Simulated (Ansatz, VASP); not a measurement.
GaP: VASP beside Ansatz

```
CELL_PARAMETERS angstrom
0.00000 2.87696 2.44541
2.87696 0.00000 2.44541
2.87696 2.87696 0.00000
ATOMIC_POSITIONS crystal
Ga 0.00000 0.00000 0.00000
P 0.75000 0.75000 0.75000
```

Alike in both runs: task single point; functional LDA; k mesh 10 × 10 × 10; occupations gaussian, width 0.05 eV; no spin polarisation.

|  | VASP | Ansatz |
| --- | --- | --- |
| version | VASP 6.6.1 | Ansatz 0.2.0 |
| potentials or method | VASP PAW LDA potentials, release 64 (Ga_d, P), cutoff 520 eV | scalar-relativistic, plane waves, PAW |
| valence electrons in the cell | 18 | 18 |

|  | VASP | Ansatz | Ansatz less VASP |
| --- | --- | --- | --- |
| gap on the k mesh at the Fermi level (eV) | 0.04 | 0.03 | -0.003 |
| least direct gap on the mesh (eV) | 1.01 | 0.98 | -0.030 |
| pressure (GPa) | -3.3 | -3.3 | -0.07 |
| traceless stress, the component that is largest in VASP (GPa) | 6.13 | 6.14 | +0.011 |

LDA's correlation is that of Perdew and Zunger in VASP and of Perdew and Wang (1992) in Ansatz.
